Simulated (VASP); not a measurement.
Set up this calculation in VASP 6.6.1, as the native input.

```
Task                   : single point
Functional             : r2SCAN
Potentials or basis    : VASP PAW PBE potentials, release 64 (Mn_pv, S)
Cutoff                 : 520 eV
k mesh                 : 9 × 9 × 9
Occupations            : methfessel-paxton, width 0.1 eV
Spin                   : collinear spin, ferromagnetic start
Starting moments       : [4.0, 0.0] μB
Hubbard terms          : Mn d U = 6.2 eV
Dipole correction      : no
Further INCAR settings : ALGO = Normal; EDIFF = 1e-07; NBANDS = 20
```

MnS:

```
CELL_PARAMETERS angstrom
0.00000 2.60450 2.60450
2.60450 0.00000 2.60450
2.60450 2.60450 0.00000
ATOMIC_POSITIONS crystal
Mn 0.00000 0.00000 0.00000
S 0.50000 0.50000 0.50000
```

These files were run (other wordings do the same):

POSCAR

```
MnS
1.0
    0.0000000000      2.6045000000      2.6045000000
    2.6045000000      0.0000000000      2.6045000000
    2.6045000000      2.6045000000      0.0000000000
Mn S
1 1
Direct
    0.0000000000      0.0000000000      0.0000000000
    0.5000000000      0.5000000000      0.5000000000
```

INCAR.step1

```
PREC = Accurate
ENCUT = 520
ISMEAR = 1
SIGMA = 0.1
LREAL = False
LASPH = True
NELM = 150
ISPIN = 2
MAGMOM = 4 0
LMAXMIX = 4
LDAU = True
LDAUTYPE = 2
LDAUL = 2 -1
LDAUU = 6.2 0
LDAUJ = 0 0
NBANDS = 20
GGA = PE
ALGO = Normal
EDIFF = 1E-4
LWAVE = True
LCHARG = False
```

INCAR.step2

```
PREC = Accurate
ENCUT = 520
EDIFF = 1E-7
ISMEAR = 1
SIGMA = 0.1
LREAL = False
LASPH = True
NELM = 150
ALGO = Normal
ISIF = 2
LWAVE = False
LCHARG = False
ISPIN = 2
MAGMOM = 4 0
LORBIT = 11
LMAXMIX = 4
LDAU = True
LDAUTYPE = 2
LDAUL = 2 -1
LDAUU = 6.2 0
LDAUJ = 0 0
LDAUPRINT = 1
METAGGA = R2SCAN
LMIXTAU = True
NBANDS = 20
ISTART = 1
```

KPOINTS

```
regular mesh
0
Gamma
  9 9 9
```

Potentials or basis: VASP PAW PBE potentials, release 64 (Mn_pv, S).

Run with:

```bash
$ cat potpaw_PBE.64/Mn_pv/POTCAR potpaw_PBE.64/S/POTCAR > POTCAR
$ cp INCAR.step1 INCAR
$ mpirun -np 1 vasp_std > vasp.out
$ cp INCAR.step2 INCAR
$ mpirun -np 1 vasp_std > vasp.out
```

Results of the run:

| Item | Value |
| --- | --- |
| Pressure | 5.5 GPa |
| Band gap on the k mesh | 1.93 eV (least direct gap 3.90 eV) |
| Net moment | 5.00 μB per cell |
| Site moments | Mn +4.71; S +0.05 μB |
| Valence electrons inside the program's atomic spheres | Mn 11.27; S 3.83 |

Caveat: the cell stands under pressure; the PAW data sets were made with another functional, which shifts forces and pressure a little; an odd mesh through Γ misses points on the zone boundary, where band edges can lie; a cell with one magnetic atom can't hold antiferromagnetic order, which such compounds often take.

It took 3 min on 1 thread of Intel(R) Xeon(R) Platinum 8259CL CPU @ 2.50GHz (Skylake/Cascade Lake), with other jobs on the host, peak memory 0.2 GiB.
